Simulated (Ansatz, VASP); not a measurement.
**Two plane-wave programs on Co**

```
Co
1.0
     2.47301    0.00000    0.00000
    -1.23650    2.14169    0.00000
     0.00000    0.00000    4.03463
Co
2
Direct
  0.66667 0.33333 0.25673
  0.33333 0.66667 0.74327
```

Alike in both runs: task single point; functional r2SCAN; k mesh 18 × 18 × 8; occupations gaussian, width 0.15 eV; collinear spin.

|  | VASP | Ansatz |
| --- | --- | --- |
| version | VASP 6.6.1 | Ansatz 0.2.0 |
| potentials or method | VASP PAW PBE potentials, release 64 (Co), cutoff 520 eV | scalar-relativistic, plane waves, PAW |
| valence electrons in the cell | 18 | 34 |

|  | VASP | Ansatz | Ansatz less VASP |
| --- | --- | --- | --- |
| gap on the k mesh at the Fermi level (eV) | none | none | - |
| pressure (GPa) | -0.1 | 0.1 | +0.16 |
| traceless stress, the component that is largest in VASP (GPa) | -0.05 | 0.08 | +0.129 |
| rms of the force components (eV/Å) | 0.015 | 0.012 | -0.0030 |
| net moment per atom (μB) | 1.77 | 1.78 | +0.011 |
| size of the moment on the site where the two differ most (μB) | 1.83 | 1.92 | +0.090 |

VASP's potentials were made for PBE, not for r2SCAN. Site moments also hang on the region over which each program counts them. Atom by atom the forces differ by 0.003 eV/Å (rms over components). A gap of «none» marks a metal or a gap that the smearing closes. VASP's potentials hold 18 valence electrons a cell and Ansatz's 34, so a difference there can come from the potentials and not from the codes. Ansatz's warnings: stability check not made.
